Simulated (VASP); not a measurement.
Input of a VASP 6.6.1 run:

File INCAR:

```
PREC = Accurate
ENCUT = 520
EDIFF = 1E-6
ISMEAR = -1
SIGMA = 0.05
LREAL = F
LASPH = T
NELM = 150
ALGO = Normal
ISIF = 2
LWAVE = F
LCHARG = F
ISPIN = 2
MAGMOM = 0 2 0 0 0
LORBIT = 11
LMAXMIX = 4
GGA = PS
NBANDS = 32
```

File KPOINTS:

```
Automatic mesh
0
Gamma
  7 7 7
```

The input POSCAR:

```
SrVO3
1.0
    3.8089607740      0.0000000000      0.0000000000
    0.0000000000      3.8089607740      0.0000000000
    0.0000000000      0.0000000000      3.8089607740
Sr V O
1 1 3
Direct
    0.5000000000      0.5000000000      0.5000000000
    0.0000000000      0.0000000000      0.0000000000
    0.0000000000      0.0000000000      0.5000000000
    0.0000000000      0.5000000000      0.0000000000
    0.5000000000      0.0000000000      0.0000000000
```

Potentials or basis: VASP PAW PBE potentials, release 64 (Sr_sv, V_sv, O).

The run is started by

```console
$ cat potpaw_PBE.64/Sr_sv/POTCAR potpaw_PBE.64/V_sv/POTCAR potpaw_PBE.64/O/POTCAR > POTCAR
$ mpirun -np 1 vasp_std > vasp.out
```

(1) What does it give for the pressure?

(2) What does it give for the net moment?

Results:

(1) 0.9 GPa.

(2) 0.00 μB per cell.

Caveat: the PAW data sets were made with another functional, which shifts forces and pressure a little.
